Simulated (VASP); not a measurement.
# GaP (an interface model) in VASP: single point with PBEsol

Aim: the single point of GaP (an interface model) with PBEsol.

Everything below comes from runs of VASP 6.6.1. Logs are shortened: lines on timing, memory, paths and dates and some standing lists are left out, and cuts for length are marked.

**1. The cell of the first run**

The cell holds layers of an interface, 12 atoms: a = 3.846 Å, b = 3.846 Å, c = 18.919 Å, α = 90.00°, β = 90.00°, γ = 120.00°.

**2. Single point, PBEsol**

INCAR reads:

```
SYSTEM = GaP
  PREC = Accurate
  ENCUT = 520
  EDIFF = 1E-6
  ISMEAR = 0
  SIGMA = 0.05
  LREAL = .False.
  LASPH = .True.
  NELM = 80
  ALGO = Normal
  ISIF = 2
  LWAVE = .False.
  LCHARG = .False.
  GGA = PS
  NBANDS = 66
```

KPOINTS reads:

```
Automatic mesh
0
Gamma
  12 12 2
  0 0 0
```

POSCAR reads:

```
GaP
1.0
    3.8455650058      0.0000000000      0.0000000000
   -1.9227825029      3.3303569869      0.0000000000
    0.0000000000      0.0000000000     18.9188093609
Ga P
6 6
Direct
    0.0000000000      0.0000000000      0.0023348191
    0.3333333333      0.6666666667      0.1692423653
    0.6666666667      0.3333333333      0.3354532100
    0.6666666667      0.3333333333      0.7057576347
    0.3333333333      0.6666666667      0.5395467900
    0.0000000000      0.0000000000      0.8726651809
    0.6666666667      0.3333333333      0.2133898447
    0.3333333333      0.6666666667      0.0470439851
    0.0000000000      0.0000000000      0.3791613555
    1.0000000000      0.0000000000      0.4958386445
    0.3333333333      0.6666666667      0.6616101553
    0.6666666667      0.3333333333      0.8279560149
```

Potentials or basis: VASP PAW PBE potentials, release 64 (Ga_d, P).

Command:

```
$ cat potpaw_PBE.64/Ga_d/POTCAR potpaw_PBE.64/P/POTCAR > POTCAR
$ mpirun -np 1 vasp_std > vasp.out
```

OUTCAR:

```text
SYSTEM = GaP
   PREC = Accurate
   ENCUT = 520
   EDIFF = 1E-6
   ISMEAR = 0
   LREAL = .False.
   LASPH = .True.
   NELM = 80
   ISIF = 2
   GGA = PS

 ion  position               nearest neighbor table
   1  0.000  0.000  0.002-   8 2.38   8 2.38   8 2.38   6 2.45
   2  0.333  0.667  0.169-   8 2.31   7 2.37   7 2.37   7 2.37
   3  0.667  0.333  0.335-   7 2.31   9 2.37   9 2.37   9 2.37
   4  0.667  0.333  0.706-  12 2.31  11 2.37  11 2.37  11 2.37
   5  0.333  0.667  0.540-  11 2.31  10 2.37  10 2.37  10 2.37
   6  0.000  0.000  0.873-  12 2.38  12 2.38  12 2.38   1 2.45
   7  0.667  0.333  0.213-   3 2.31   2 2.37   2 2.37   2 2.37
   8  0.333  0.667  0.047-   2 2.31   1 2.38   1 2.38   1 2.38
   9  0.000  0.000  0.379-  10 2.21   3 2.37   3 2.37   3 2.37
  10  0.000  0.000  0.496-   9 2.21   5 2.37   5 2.37   5 2.37
  11  0.333  0.667  0.662-   5 2.31   4 2.37   4 2.37   4 2.37
  12  0.667  0.333  0.828-   4 2.31   6 2.38   6 2.38   6 2.38

  LATTYP: Found a hexagonal cell.
 ALAT       =     3.8455650058
 C/A-ratio  =     4.9196436239

  Lattice vectors:

 A1 = (   3.8455650058,   0.0000000000,   0.0000000000)
 A2 = (  -1.9227825029,   3.3303569869,   0.0000000000)
 A3 = (   0.0000000000,   0.0000000000,  18.9188093609)

Analysis of symmetry for initial positions (statically):
=====================================================================
 Subroutine PRICEL returns:
 Original cell was already a primitive cell.

 Routine SETGRP: Setting up the symmetry group for a
 hexagonal supercell.

 Subroutine GETGRP returns: Found 12 space group operations
 (whereof  6 operations were pure point group operations)
 out of a pool of 24 trial point group operations.

The static configuration has the point symmetry C_3v.
 The point group associated with its full space group is D_3d.

Analysis of symmetry for dynamics (positions and initial velocities):
=====================================================================
 Subroutine PRICEL returns:
 Original cell was already a primitive cell.

 Routine SETGRP: Setting up the symmetry group for a
 hexagonal supercell.

 Subroutine GETGRP returns: Found 12 space group operations
 (whereof  6 operations were pure point group operations)
 out of a pool of 24 trial point group operations.

The dynamic configuration has the point symmetry C_3v.
 The point group associated with its full space group is D_3d.

 Subroutine INISYM returns: Found 12 space group operations
 (whereof  6 operations are pure point group operations),
 and found     1 'primitive' translations

----------------------------------------------------------------------------------------

                                     Primitive cell

  volume of cell :     242.2952

  direct lattice vectors                    reciprocal lattice vectors
     3.845565006  0.000000000  0.000000000     0.260039812  0.150134055  0.000000000
    -1.922782503  3.330356987  0.000000000     0.000000000  0.300268111  0.000000000
     0.000000000  0.000000000 18.918809361     0.000000000  0.000000000  0.052857449

  length of vectors
     3.845565006  3.845565006 18.918809361     0.300268111  0.300268111  0.052857449

  position of ions in fractional coordinates (direct lattice)
     0.000000000  0.000000000  0.002334819
     0.333333333  0.666666667  0.169242365
     0.666666667  0.333333333  0.335453210
     0.666666667  0.333333333  0.705757635
     0.333333333  0.666666667  0.539546790
     0.000000000  0.000000000  0.872665181
     0.666666667  0.333333333  0.213389845
     0.333333333  0.666666667  0.047043985
     0.000000000  0.000000000  0.379161356
     0.000000000  0.000000000  0.495838644
     0.333333333  0.666666667  0.661610155
     0.666666667  0.333333333  0.827956015

  ion indices of the primitive-cell ions
   primitive index   ion index
                 1           1
                 2           2
                 3           3
                 4           4
                 5           5
                 6           6
                 7           7
                 8           8
                 9           9
                10          10
                11          11
                12          12

----------------------------------------------------------------------------------------

 KPOINTS: Automatic mesh

Automatic generation of k-mesh.
 Grid dimensions read from file:
 generate k-points for:   12   12    2

 Generating k-lattice:

  Cartesian coordinates                     Fractional coordinates (reciprocal lattice)
     0.021669984  0.012511171  0.000000000     0.083333333  0.000000000  0.000000000
     0.000000000  0.025022343  0.000000000     0.000000000  0.083333333  0.000000000
     0.000000000  0.000000000  0.026428724     0.000000000  0.000000000  0.500000000

  Length of vectors
     0.025022343  0.025022343  0.026428724

  Shift w.r.t. Gamma in fractional coordinates (k-lattice)
     0.000000000  0.000000000  0.000000000

 Subroutine IBZKPT returns following result:
 ===========================================

 Found     38 irreducible k-points:

 Following reciprocal coordinates:
            Coordinates               Weight
  0.000000  0.000000  0.000000      1.000000
  0.083333  0.000000  0.000000      6.000000
  0.166667  0.000000  0.000000      6.000000
  0.250000  0.000000  0.000000      6.000000
  0.333333  0.000000  0.000000      6.000000
  0.416667  0.000000  0.000000      6.000000
[... 16 lines left out ...]
  0.250000  0.000000  0.500000      6.000000
  0.333333  0.000000  0.500000      6.000000
 [... further k-points ...]
   k-points           NKPTS =     38   k-points in BZ     NKDIM =     38   number of bands    NBANDS=     66
   number of dos      NEDOS =    301   number of ions     NIONS =     12
   total plane-waves  NPLWV = 129600
   dimension x,y,z NGX =    30 NGY =   30 NGZ =  144
   dimension x,y,z NGXF=    60 NGYF=   60 NGZF=  288
   ions per type =               6   6
   NGX,Y,Z   is equivalent  to a cutoff of  12.97, 12.97, 12.65 a.u.
   NGXF,Y,Z  is equivalent  to a cutoff of  25.94, 25.94, 25.31 a.u.
 SYSTEM =  GaP
   PREC   = accura    normal or accurate (medium, high low for compatibility)
   ISTART =      0    job   : 0-new  1-cont  2-samecut
   ICHARG =      2    charge: 1-file 2-atom 10-const
   ISPIN  =      1    spin polarized calculation?
   LNONCOLLINEAR =      F non collinear calculations
   LSORBIT =      F    spin-orbit coupling
   LASPH  =      T    aspherical Exc in radial PAW
   ENCUT  =  520.0 eV  38.22 Ry    6.18 a.u.   7.15  7.15 35.18*2*pi/ulx,y,z
   NELM   =     80;   NELMIN=  2; NELMDL= -5     # of ELM steps
   EDIFF  = 0.1E-05   stopping-criterion for ELM
   LREAL  =      F    real-space projection
   EDIFFG = 0.1E-04   stopping-criterion for IOM
   NSW    =      0    number of steps for IOM
   IBRION =     -1    ionic relax: 0-MD 1-quasi-New 2-CG
   NFREE  =      0    steps in history (QN), initial steepest desc. (CG)
   ISIF   =      2    stress and relaxation
   ISYM   =      2    0-nonsym 1-usesym 2-fastsym
   POTIM  = 0.5000    time-step for ionic-motion
   TEBEG  =    0.0;   TEEND  =   0.0 temperature during run
   PSTRESS=    0.0 pullay stress
   NELECT =     108.0000    total number of electrons
   NUPDOWN=      -1.0000    fix difference up-down
   EMIN   =  10.00;   EMAX   =-10.00  energy-range for DOS
   EFERMI =   0.00;   METHOD = LEGACY
   ISMEAR =     0;   SIGMA  =   0.05  broadening in eV -4-tet -1-fermi 0-gaus
   EFERMI_NEDOS =   21; number of points for ismear=-14 and -15
   IALGO  =     38    algorithm
   IMIX   =      4    mixing-type and parameters
     AMIX     =   0.40;   BMIX     =  1.00
     AMIX_MAG =   1.60;   BMIX_MAG =  1.00
  volume/ion in A,a.u.               =      20.19       136.26
  Fermi-wavevector in a.u.,A,eV,Ry     =   1.250550  2.363197 21.277826  1.563876
  Thomas-Fermi vector in A             =   2.384539
   LORBIT       =      0    0 simple, 1 ext, 2 COOP (PROOUT), +10 PAW based schemes
   GGA     = PS    functional components
   LHFCALC =     F    Hartree Fock is set to
   AEXX    =    0.0000 exact exchange contribution
   IVDW    =     0    specifies the selected vdW correction
   LEPSILON=     F    determine dielectric tensor
   LRPA    =     F    only Hartree local field effects (RPA)
 non-spin polarized calculation
 Gauss-broadening in eV      SIGMA  =   0.05
  energy-cutoff  :      520.00
  volume of cell :      242.30
 maximum number of plane-waves:      6591
 NGX is ok and might be reduce to    30
   NGX = 15   NGY = 15   NGZ = 71

 number of electron     107.9999982 magnetization

 Free energy of the ion-electron system (eV)
  ---------------------------------------------------
  ext. energy  EPLUGINS =         0.00000000
  ---------------------------------------------------
  free energy    TOTEN  =       -58.58644381 eV

  energy without entropy =      -58.58579113  energy(sigma->0) =      -58.58611747

 E-fermi :   5.1862     XC(G=0): -10.0371

 val. band max:        5.1481307255   @ k =   0.0833   0.0000   0.0000
 cond. band min:       5.2003173422   @ k =   0.0000   0.0000   0.0000
 fundamental gap:      0.0521866168
 Fermi energy:         5.1861790604

 k-point     1 :       0.0000    0.0000    0.0000
  band No.  band energies     occupation
      1     -10.6395      2.00000
      2     -10.6340      2.00000
      3     -10.5954      2.00000
      4     -10.5954      2.00000
      5     -10.5915      2.00000
      6     -10.5915      2.00000
[... 58 lines left out ...]
     65       8.2720      0.00000
     66       9.1310      0.00000

 k-point     2 :       0.0833    0.0000    0.0000
  band No.  band energies     occupation
      1     -10.6444      2.00000
      2     -10.6346      2.00000
      3     -10.5970      2.00000
      4     -10.5925      2.00000
      5     -10.5918      2.00000
      6     -10.5886      2.00000
[... 1576 lines left out ...]
     65       8.9010      0.00000
     66       9.6980      0.00000

 [... further k-points ...]

------------------------ aborting loop because EDIFF is reached ----------------------------------------

  FORCE on cell =-STRESS in cart. coord.  units (eV):
  Direction    XX          YY          ZZ          XY          YZ          ZX
  --------------------------------------------------------------------------------------
  -------------------------------------------------------------------------------------
  Total        0.6080413      0.6080413     -0.1129181      0.0000000     -0.0000000      0.0000000
  in kB        4.0206743      4.0206743     -0.7466711      0.0000000     -0.0000000      0.0000000
  external PRESSURE =       2.4315592 kB  Pullay stress =       0.0000000 kB

 VOLUME and BASIS-vectors are now :
 -----------------------------------------------------------------------------
  energy-cutoff  :      520.00
  volume of cell :      242.30
      direct lattice vectors                 reciprocal lattice vectors
     3.845565006  0.000000000  0.000000000     0.260039812  0.150134055  0.000000000
    -1.922782503  3.330356987  0.000000000     0.000000000  0.300268111  0.000000000
     0.000000000  0.000000000 18.918809361     0.000000000  0.000000000  0.052857449

 POSITION                                       TOTAL-FORCE (eV/Angst)
 -----------------------------------------------------------------------------------
      0.00000      0.00000      0.04417        -0.000000      0.000000     -0.003152
     -0.00000      2.22024      3.20186         0.000000     -0.000000     -0.008955
      1.92278      1.11012      6.34638        -0.000000     -0.000000     -0.007479
      1.92278      1.11012     13.35209        -0.000000     -0.000000      0.008955
     -0.00000      2.22024     10.20758         0.000000     -0.000000      0.007479
      0.00000      0.00000     16.50979         0.000000      0.000000      0.003152
      1.92278      1.11012      4.03708         0.000000     -0.000000      0.000619
     -0.00000      2.22024      0.89002        -0.000000      0.000000      0.013561
      0.00000      0.00000      7.17328         0.000000     -0.000000      0.013064
      0.00000      0.00000      9.38068         0.000000      0.000000     -0.013064
     -0.00000      2.22024     12.51688        -0.000000      0.000000     -0.000619
      1.92278      1.11012     15.66394         0.000000     -0.000000     -0.013561
 -----------------------------------------------------------------------------------
    total drift:                               -0.000000      0.000000      0.000000

  FREE ENERGIE OF THE ION-ELECTRON SYSTEM (eV)
  ---------------------------------------------------
  free  energy   TOTEN  =       -58.5864438148 eV

  energy  without entropy=      -58.5857911315  energy(sigma->0) =      -58.58611747
```

It took 30 min on 1 thread of Intel Xeon 8259CL, shared host; peak memory 0.6 GiB.

What came out:

- Free energy: -58.5864 eV
- Pressure: 0.2 GPa
- Largest force: 0.014 eV/Å
- Band gap on the k mesh: zero (bands 54 and 55 overlap by 0.02 eV)

Forces in eV/Å, atoms in the order of the input:
```
Ga   0.000  0.000 -0.003
Ga   0.000  0.000 -0.009
Ga   0.000  0.000 -0.007
Ga   0.000  0.000  0.009
Ga   0.000  0.000  0.007
Ga   0.000  0.000  0.003
P    0.000  0.000  0.001
P    0.000  0.000  0.014
P    0.000  0.000  0.013
P    0.000  0.000 -0.013
P    0.000  0.000 -0.001
P    0.000  0.000 -0.014
```

Caveat: the PAW data sets were made with another functional, which shifts forces and pressure a little.

The gap in the log of VASP goes by the Fermi energy; the results here count the filled bands.